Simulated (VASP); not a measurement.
In4BiP3, 8 atoms in the cell. The structure is cubic, space group P-43m (No. 215). Conventional cell: a = 6.055 Å, b = 6.055 Å, c = 6.055 Å, α = 90.00°, β = 90.00°, γ = 90.00°. P (site symmetry -42m) has 4 In at 2.57 Å within 3.4 Å. In (site symmetry 3m) has 3 P at 2.57 Å and 1 Bi at 2.78 Å within 3.4 Å. Bi (site symmetry -43m) has 4 In at 2.78 Å within 3.7 Å. 

```yaml
Program: VASP 6.6.1
Task: single point
Functional: r2SCAN
Potentials_or_basis: VASP PAW PBE potentials, release 64 (P, In_d, Bi_d)
Cutoff: 520 eV
k_mesh: 4 × 4 × 4
Occupations: fermi-dirac, width 0.02 eV
Spin: no spin polarisation
Dipole_correction: no
Further_INCAR_settings: ALGO = Normal; EDIFF = 1e-07; NBANDS = 51
```

Potentials or basis: VASP PAW PBE potentials, release 64 (P, In_d, Bi_d).

Run with:

```console
$ cat potpaw_PBE.64/P/POTCAR potpaw_PBE.64/In_d/POTCAR potpaw_PBE.64/Bi_d/POTCAR > POTCAR
$ cp INCAR.step1 INCAR
$ mpirun -np 1 vasp_std > vasp.out
$ cp INCAR.step2 INCAR
$ mpirun -np 1 vasp_std > vasp.out
```

Hardware: 1 thread of Intel(R) Xeon(R) 6975P-C (Granite Rapids), with other jobs on the host.

**Question.** Estimate the wall time of this run.

**Answer.** Run time: 6.3 min on 1 thread of Intel(R) Xeon(R) 6975P-C (Granite Rapids) (shared host), peak memory 0.41 GiB. Counts: k points 10.
